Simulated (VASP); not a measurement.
The system is NaI.

```xyz
2
Lattice="0.0000 3.2641 3.2641 3.2641 0.0000 3.2641 3.2641 3.2641 0.0000" Properties=species:S:1:pos:R:3 pbc="T T T"
Na    0.0000    0.0000    0.0000
I     3.2641    3.2641    3.2641
```

| Property | Result |
| --- | --- |
| Program | VASP 6.6.1 |
| Task | relaxation of cell and atoms |
| Functional | LDA |
| Potentials or basis | VASP PAW LDA potentials, release 64 (Na_pv, I) |
| Cutoff | 600 eV |
| k mesh | 6 × 6 × 6 |
| Occupations | fermi-dirac, width 0.02 eV |
| Spin | no spin polarisation |

At the start: pressure -1.9 GPa; volume 34.78 Å³/atom.

Where does the relaxation end?

Over 4 steps the energy falls by 27.5 meV/atom and the volume is 30.67 Å³/atom (-11.8 %); space group Fm-3m (No. 225, to 0.1 Å) before and after.

Step by step:
| step | energy change (eV) | largest force (eV/Å) | pressure (GPa) | volume (Å³) |
| --- | --- | --- | --- | --- |
| 1 | 0.0000 | 0.0000 | -1.91 | 69.55 |
| 2 | -0.0398 | 0.0000 | -1.14 | 65.46 |
| 3 | -0.0548 | 0.0000 | -0.18 | 61.94 |
| 4 | -0.0551 | 0.0000 | 0.02 | 61.35 |

Final structure:
```
Na I
1.0
     0.00000    3.13031    3.13031
     3.13031    0.00000    3.13031
     3.13031    3.13031    0.00000
Na I
1 1
Direct
  0.00000 0.00000 0.00000
  0.50000 0.50000 0.50000
```
